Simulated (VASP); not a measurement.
A run of VASP 6.6.1 is set up as follows.

The input INCAR:

```
SYSTEM = H4CO
PREC     = Accurate       ! precision mode
ENCUT    = 520            ! plane-wave cutoff, eV
EDIFF    = 1E-6           ! SCF threshold, eV
ISMEAR   = -1             ! smearing method
SIGMA    = 0.05           ! smearing width, eV
LREAL    = Auto         
LASPH    = .TRUE.         ! aspherical terms in the spheres
NELM     = 120            ! most SCF steps
ALGO     = Normal         ! electronic algorithm
ISIF     = 2              ! what is computed and relaxed
LWAVE    = .FALSE.        ! write WAVECAR
LCHARG   = .FALSE.        ! write CHGCAR
GGA      = PE             ! functional
IVDW     = 12             ! dispersion correction
NBANDS   = 66             ! bands
GGA_COMPAT= .FALSE.
```

Contents of KPOINTS:

```
Automatic mesh
0
G
  1 1 1
  0 0 0
```

The input POSCAR:

```
H4CO
1.0
    7.1256230000      0.0000000000      0.0000000000
    0.0000000000      7.1256230000      0.0000000000
    0.0000000000      0.0000000000      7.1256230000
C O H
6 6 24
Direct
    0.7837209462      0.0056837136      0.4194580600
    0.2636822072      0.0165739894      0.2594018797
    0.5579020950      0.5502957426      0.6801650887
    0.0053047993      0.5149444477      0.5629963864
   -0.0481501758      0.8903361853      0.8659172679
    0.1459942520      0.4775161414      0.0104973277
    0.7182529864     -0.1182914112      0.2759618352
    0.4131007212      0.1139689821      0.1584001848
    0.5943480310      0.5574109099      0.4885748236
    0.1144742011      0.3965688333      0.4444102642
    0.1248592579      0.9183758389      0.7740937178
    0.1976107914      0.3105272339     -0.0823506941
    0.6875890010     -0.0057398490      0.5544076637
    0.8170232975     -0.1337567256      0.1838576080
    0.9138990373     -0.0265801320      0.4868907603
    0.7503063241      0.1578668981      0.3789703721
    0.1472432656      0.1153162327      0.2680467378
    0.5356724598      0.0417086338      0.1684624629
    0.2467012358     -0.1147408444      0.1815139532
    0.3103728614     -0.0281098228      0.3941830770
    0.5861382226      0.3996843504      0.7174951580
    0.6197493188      0.6801931564      0.4452943974
    0.6492063922      0.6550444782      0.7499133760
    0.4186861977      0.5744339828      0.7097203992
   -0.1087483859      0.5577196548      0.4702746693
    0.2244716006      0.3731042184      0.5188318271
   -0.0596298738      0.4422911512      0.6845717210
    0.0705903189      0.6429472904      0.6138270296
   -0.1049873113      0.7630631034      0.8097958593
    0.1399175904      1.0577040071      0.7733218555
   -0.0043504968      0.8812983791      1.0204020056
   -0.1366196331      1.0195319062      0.8386354428
    0.0176405628      0.5381003177     -0.0443750673
    0.3101763874      0.2420981295     -0.0177107321
    0.1310060889      0.4750742496      0.1639996952
    0.2515148500      0.6032876003     -0.0211911295
```

Potentials or basis: VASP PAW PBE potentials, release 64 (C, O, H).

The run is started by

```sh
$ cat potpaw_PBE.64/C/POTCAR potpaw_PBE.64/O/POTCAR potpaw_PBE.64/H/POTCAR > POTCAR
$ mpirun -np 1 vasp_gam > vasp.out
```

(1) Predict the dispersion energy per atom.

(2) Estimate the pressure.

(3) Estimate the band gap on the k mesh.

(4) What does it give for the largest force?

Results:

(1) -0.039 eV.

(2) 0.4 GPa.

(3) 4.66 eV.

(4) 4.077 eV/Å.

Caveat: the k points lie up to 0.88 Å⁻¹ apart.
